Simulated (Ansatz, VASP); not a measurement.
**Two plane-wave programs on Ag**

```
Ag
1.0
     2.95708    0.00000    0.00000
    -1.47854    2.56091    0.00000
     0.00000    0.00000    9.47813
Ag
4
Direct
  0.33333 0.66667 0.25000
  0.66667 0.33333 0.75000
  0.00000 0.00000 0.00000
  0.00000 0.00000 0.50000
```

Change from the starting cell: strain +0.030 along x and y, +0.015 along z, atoms carried along.

Alike in both runs: task single point; functional PBEsol; k mesh 18 × 18 × 6; occupations gaussian, width 0.15 eV; no spin polarisation.

|  | VASP | Ansatz |
| --- | --- | --- |
| version | VASP 6.6.1 | Ansatz 0.2.0 |
| potentials or method | VASP PAW PBE potentials, release 64 (Ag), cutoff 520 eV | scalar-relativistic, plane waves, PAW |
| valence electrons in the cell | 44 | 76 |

Ansatz gave:

```
gap on the k mesh at the Fermi level (eV)                     : none
pressure (GPa)                                                : -7.0
traceless stress, the component that is largest in VASP (GPa) : 0.96
```

Q: Estimate VASP's values.

A: gap on the k mesh at the Fermi level (eV): none; pressure (GPa): -7.1; traceless stress, the component that is largest in VASP (GPa): 0.95.

VASP's potentials were made for PBE, not for PBEsol. A gap of «none» marks a metal or a gap that the smearing closes. The functional is the same, so the differences come from potentials, cutoffs and numerics. VASP's potentials hold 44 valence electrons a cell and Ansatz's 76, so a difference there can come from the potentials and not from the codes.
